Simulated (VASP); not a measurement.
A run of VASP 6.6.1 is set up as follows.

Contents of INCAR:

```
PREC = Accurate
ENCUT = 500
EDIFF = 1E-6
ISMEAR = 0
SIGMA = 0.1
LREAL = F
LASPH = T
NELM = 120
ALGO = Normal
ISIF = 2
LWAVE = F
LCHARG = F
GGA = PE
NBANDS = 48
GGA_COMPAT = F
```

File KPOINTS:

```
regular mesh
0
Gamma
  4 4 4
```

The input POSCAR:

```
Ga
1.0
   -2.9755000000      2.9755000000      2.9755000000
    2.9755000000     -2.9755000000      2.9755000000
    2.9755000000      2.9755000000     -2.9755000000
Ga
6
Direct
    0.2500000000      0.6250000000      0.3750000000
    0.3750000000      0.2500000000      0.6250000000
    0.7500000000      0.8750000000      0.1250000000
    0.1250000000      0.7500000000      0.8750000000
    0.6250000000      0.3750000000      0.2500000000
    0.8750000000      0.1250000000      0.7500000000
```

Potentials or basis: VASP PAW PBE potentials, release 64 (Ga_d).

Run with:

```bash
$ cat potpaw_PBE.64/Ga_d/POTCAR > POTCAR
$ mpirun -np 1 vasp_std > vasp.out
```

Problem. Estimate the band gap on the k mesh.

Solution. Zero (band 39 reaches 8.09 eV, above the bottom of band 40 at 4.14 eV).

Problem. Predict the pressure.

Solution. 5.3 GPa.

Caveat: the k points lie up to 0.37 Å⁻¹ apart.
